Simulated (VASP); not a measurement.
Here is a VASP 6.6.1 calculation.

File INCAR:

```
  PREC = Accurate
  ENCUT = 520
  EDIFF = 1E-7
  ISMEAR = 0
  SIGMA = 0.01
  LREAL = F
  LASPH = T
  NELM = 60
  ALGO = Normal
  ISIF = 2
  LWAVE = F
  LCHARG = T
  GGA = PS
  LELF = T
  LVHAR = T
  NBANDS = 23
```

KPOINTS

```
regular mesh
0
Gamma
  6 6 6
```

File POSCAR:

```
KNaCl2
1.0
    2.0863200000      1.2045400000      6.9494900000
   -2.0863200000      1.2045400000      6.9494900000
    0.0000000000     -2.4090800000      6.9494900000
K Na Cl
1 1 2
Direct
    0.5000000000      0.5000000000      0.5000000000
    0.0000000000      0.0000000000      0.0000000000
    0.7404700000      0.7404700000      0.7404700000
    0.2595300000      0.2595300000      0.2595300000
```

Potentials or basis: VASP PAW PBE potentials, release 64 (K_sv, Na_pv, Cl).

The run is started by

```bash
$ cat potpaw_PBE.64/K_sv/POTCAR potpaw_PBE.64/Na_pv/POTCAR potpaw_PBE.64/Cl/POTCAR > POTCAR
$ mpirun -np 1 vasp_std > vasp.out
```

(1) Predict the largest force.

(2) Estimate the pressure.

Answers

(1) 0.051 eV/Å.

(2) -0.2 GPa.

Caveat: the PAW data sets were made with another functional, which shifts forces and pressure a little.
